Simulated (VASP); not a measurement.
**MgO: single point with HSE06**

Crystal: MgO.

```
Mg O
1.0
     0.00000    2.35047    2.35047
     2.35047    0.00000    2.35047
     2.35047    2.35047    0.00000
Mg O
1 1
Direct
  0.00000 0.00000 0.00000
  0.25000 0.25000 0.25000
```

This cell differs from its parent crystal: strain +3.0%.

- Program: VASP 6.6.1
- Task: single point
- Functional: HSE06
- Potentials or basis: VASP PAW PBE potentials, release 64 (Mg, O)
- Cutoff: 520 eV
- k mesh: 6 × 6 × 6
- Occupations: gaussian, width 0.01 eV
- Spin: no spin polarisation
- Dipole correction: no
- Grid for exact exchange (PRECFOCK): Normal
- Further INCAR settings: ALGO = Normal; EDIFF = 1e-06; NBANDS = 11
- Share of exact exchange: 0.25
- Screening parameter: 0.2079 1/Å

* Pressure: -9.6 GPa
* Band gap on the k mesh: 4.70 eV

Levels at points of the mesh, in eV from the valence-band top:
```
           k point  band 2  band 3  band 4  band 5  band 6  band 7
(0.00, 0.00, 0.00)    0.00    0.00    0.00    4.70   17.79   17.79
(0.50, 0.00, 0.00)   -2.98   -0.21   -0.21    9.91   10.89   15.80
(0.50, 0.50, 0.00)   -2.48   -0.77   -0.77    7.63   12.90   14.96
```

Wall time 17 min on 1 thread of Intel Xeon 8259CL, with other jobs on the host, peak memory 0.28 GiB.

Caveat: the cell differs from its parent crystal (strain +3.0%); the cell stands under tension; the structure was generated, so it needn't be the stable form of MgO; the PAW data sets were made with another functional, which shifts forces and pressure a little.
